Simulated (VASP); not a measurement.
Input of a VASP 6.6.1 run:

INCAR

```
SYSTEM = SiO2
PREC = Accurate
ENCUT = 520
EDIFF = 1E-7
ISMEAR = 0
SIGMA = 0.05
LREAL = .FALSE.
LASPH = .TRUE.
NELM = 60
ALGO = Normal
ISIF = 2
LWAVE = .FALSE.
LCHARG = .FALSE.
GGA = PE
NBANDS = 25
```

File KPOINTS:

```
Automatic mesh
0
G
  6 6 8
  0 0 0
```

Contents of POSCAR:

```
SiO2
1.0
    4.1406000000      0.0000000000      0.0000000000
    0.0000000000      4.1406000000      0.0000000000
    0.0000000000      0.0000000000      2.3670000000
Si O
2 4
Direct
    0.5000000000      0.5000000000      0.5000000000
    0.0000000000      0.0000000000      0.0000000000
    0.6930127928      0.6930127928      0.0000000000
    0.1930127928      0.8069872072      0.5000000000
    0.3069872072      0.3069872072      0.0000000000
    0.8069872072      0.1930127928      0.5000000000
```

Potentials or basis: VASP PAW PBE potentials, release 64 (Si, O).

Launch:

```console
$ cat potpaw_PBE.64/Si/POTCAR potpaw_PBE.64/O/POTCAR > POTCAR
$ mpirun -np 1 vasp_std > vasp.out
```

Estimate the band gap on the k mesh.

8.40 eV.

What does it give for the largest force?

1.557 eV/Å.

Estimate the pressure.

85.9 GPa.

Stress tensor (GPa, compression positive):
```
 53.61   0.00   0.00
  0.00  53.61   0.00
  0.00   0.00 150.61
```

Caveat: the cell stands under pressure; forces of over 1 eV/Å act on the atoms, so gaps and moduli don't describe the material at rest. A k mesh can miss the band edges.
